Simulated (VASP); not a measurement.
Runs of VASP 6.6.1 on GaAs. The structure is that of space group F-43m (No. 216), or close to it. The cells are those of the table. 

| task | cell | gap on the mesh (eV) | pressure (GPa) |
| --- | --- | --- | --- |
| electric field gradients | a = 3.944 Å, angles 60.0°, 2 atoms | 0.64 | 1.4 |
| electric field gradients | a = 4.076 Å, angles 60.0°, 2 atoms | (a) | -4.9 |
| electric field gradients | a = 3.984 Å, angles 60.0°, 2 atoms | 0.41 | -0.9 |
| single point | a = 3.984 Å, angles 60.0°, 2 atoms | 0.41 | -0.9 |
| single point | a = 4.024 Å, angles 60.0°, 2 atoms | 0.19 | -2.8 |
| electric field gradients | a = 4.024 Å, angles 60.0°, 2 atoms | 0.19 | -2.8 |

Alike in all rows: level LDA; potentials or basis VASP PAW LDA potentials, release 64 (Ga_d, As); no spin polarisation; k mesh 11 × 11 × 11; cutoff (eV) 520; smearing fermi-dirac 0.05 eV.

Task: Estimate the missing entries.

Result: (a) none.

Caveats: semilocal functionals underestimate gaps, and a narrow one can read as zero; an odd mesh through Γ misses points on the zone boundary, where band edges can lie (at least some runs); the cell stands under tension (at least some runs).

A k mesh can miss the band edges, and the runs leave out spin-orbit coupling on As, Ga.
